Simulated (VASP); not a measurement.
Wanted: the native input for a VASP 6.6.1 run.

| Property | Result |
| --- | --- |
| Task | single point |
| Functional | LDA |
| Potentials or basis | VASP PAW LDA potentials, release 64 (Ca_sv, Os, O) |
| Cutoff | 520 eV |
| k mesh | 2 × 2 × 2 |
| Occupations | fermi-dirac, width 0.05 eV |
| Spin | no spin polarisation |
| Dipole correction | no |
| Further INCAR settings | ALGO = Normal; EDIFF = 1e-06; NBANDS = 26 |

The structure of CaOsO3 lies in POSCAR:

```
CaOsO3
1.0
    3.9521630000      0.0000000000      0.0000000000
    0.0000000000      3.9521630000      0.0000000000
    0.0000000000      0.0000000000      3.9521630000
Ca Os O
1 1 3
Direct
    0.0000000000      0.0000000000      0.0000000000
    0.5000000000      0.5000000000      0.5000000000
    0.5000000000      0.5000000000      0.0000000000
    0.5000000000      0.0000000000      0.5000000000
    0.0000000000      0.5000000000      0.5000000000
```

These files were run (other wordings do the same):

INCAR

```
ALGO = Normal
EDIFF = 1E-6
ENCUT = 520
GGA = CA
ISIF = 2
ISMEAR = -1
LASPH = True
LCHARG = False
LREAL = False
LWAVE = False
NBANDS = 26
NELM = 100
PREC = Accurate
SIGMA = 0.05
```

KPOINTS

```
k-points
0
Gamma
  2 2 2
```

Potentials or basis: VASP PAW LDA potentials, release 64 (Ca_sv, Os, O).

Run with:

```console
$ cat potpaw_LDA.64/Ca_sv/POTCAR potpaw_LDA.64/Os/POTCAR potpaw_LDA.64/O/POTCAR > POTCAR
$ mpirun -np 1 vasp_std > vasp.out
```

Results of the run:

```
Pressure               : -10.5 GPa
Band gap on the k mesh : zero (band 18 reaches 6.60 eV, above the bottom of band 19 at 2.58 eV)
```

Caveat: the k points lie up to 0.79 Å⁻¹ apart; spin-orbit coupling is left out, which moves the levels of the heavy elements.

Run time: 4 s on 1 thread of AMD EPYC 9R45 (Zen 5), on a shared host, peak memory 0.11 GiB.
